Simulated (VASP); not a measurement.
BAs:

```
CELL_PARAMETERS angstrom
0.00000 2.38850 2.38850
2.38850 0.00000 2.38850
2.38850 2.38850 0.00000
ATOMIC_POSITIONS crystal
As 0.75000 0.75000 0.75000
B 0.00000 0.00000 0.00000
```

```yaml
Program: VASP 6.6.1
Task: relaxation of cell and atoms
Functional: revPBE
Potentials_or_basis: VASP PAW PBE potentials, release 64 (As, B)
Cutoff: 600 eV
k_mesh: 10 × 10 × 10
Occupations: fermi-dirac, width 0.05 eV
Spin: no spin polarisation
```

At the start: pressure 5.3 GPa; volume 13.63 Å³/atom.

Task: Where does the relaxation end?

Result: Over 3 steps the energy falls by 8.7 meV/atom and the volume is 14.17 Å³/atom (+4.0 %); space group F-43m (No. 216, to 0.05 Å).

Step by step:
```tsv
step	energy change (eV)	largest force (eV/Å)	pressure (GPa)	volume (Å³)
1	0.0000	0.0000	5.35	27.25
2	-0.0098	0.0000	-3.15	29.09
3	-0.0174	0.0000	0.00	28.33
```

Final structure:
```cif
data_structure
_symmetry_space_group_name_H-M 'P 1'
_symmetry_Int_Tables_number 1
_cell_length_a 3.4219
_cell_length_b 3.4219
_cell_length_c 3.4219
_cell_angle_alpha 60.000
_cell_angle_beta 60.000
_cell_angle_gamma 60.000
_cell_volume 28.33
loop_
_atom_site_label
_atom_site_type_symbol
_atom_site_fract_x
_atom_site_fract_y
_atom_site_fract_z
_atom_site_occupancy
As1 As 0.75000 0.75000 0.75000 1
B1 B 0.00000 0.00000 0.00000 1
```

Caveat: the PAW data sets were made with another functional, which shifts forces and pressure a little.
